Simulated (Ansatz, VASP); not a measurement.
# Two plane-wave programs on Li

File INCAR:

```
  PREC = Accurate
  ENCUT = 600
  EDIFF = 1E-6
  ISMEAR = -1
  SIGMA = 0.1
  LREAL = F
  LASPH = T
  NELM = 80
  ALGO = Normal
  ISIF = 3
  LWAVE = F
  LCHARG = F
  GGA = PS
  IBRION = 2
  NSW = 80
  EDIFFG = -0.01
```

The input KPOINTS:

```
regular mesh
0
Gamma
  7 7 10
```

File POSCAR:

```
Li
1.0
    4.9612054717      0.0000000000      0.0000000000
   -2.4806027358      4.2965299719      0.0000000000
    0.0000000000      0.0000000000      3.0412189541
Li
3
Direct
    0.0000000000      0.0000000000      0.0000000000
    0.3333333333      0.6666666667      0.5000000000
    0.6666666667      0.3333333333      0.5000000000
```

Input for Ansatz:

```yaml
crystal:
  lattice:
    - [4.9612054717, 0.0, 0.0]
    - [-2.4806027358, 4.2965299719, 0.0]
    - [0.0, 0.0, 3.0412189541]
  atoms:
    - { symbol: Li, position: [0.0, 0.0, 0.0] }
    - { symbol: Li, position: [0.3333333333, 0.6666666667, 0.5] }
    - { symbol: Li, position: [0.6666666667, 0.3333333333, 0.5] }
hamiltonian:
  xc: pbesol
  pseudopotentials:
    kind: paw
    azcp:
      Li: "pseudopotentials/Li.paw.azcp"
basis:
  ecutwfc: 420
  fft_grid_basis: typed
kpoints:
  mp_grid: { grid: [7, 7, 10], shift: [0, 0, 0] }
magnetization:
  spin_polarized: false
scf:
  occupations: { method: fermi_dirac, width: 0.1 }
relax:
  max_steps: 60
  f_tol: 0.01
  cell: {}
```

Alike in both runs: task relaxation of cell and atoms; functional PBEsol; k mesh 7 × 7 × 10; occupations fermi-dirac, width 0.1 eV; no spin polarisation.

|  | VASP | Ansatz |
| --- | --- | --- |
| version | VASP 6.6.1 | Ansatz 0.2.0 |
| potentials or method | VASP PAW PBE potentials, release 64 (Li_sv), cutoff 600 eV | plane waves (420 eV) with PAW, scalar-relativistic |
| valence electrons in the cell | 9 | 9 |

Ansatz gave:

```
relaxed volume (Å³/atom)                                        : 20.23
relaxed length of the cell vector where the two differ most in proportion (Å) : 2.884
```

Q: Estimate VASP's values.

A: Relaxed volume (Å³/atom): 19.97; relaxed length of the cell vector where the two differ most in proportion (Å): 2.872.

VASP's potentials were made for PBE, not for PBEsol, and Ansatz warns of the same on its side.

Noted on VASP's run: the cutoff is under 1.25 times that of the potentials, so the pressure is a little rough.
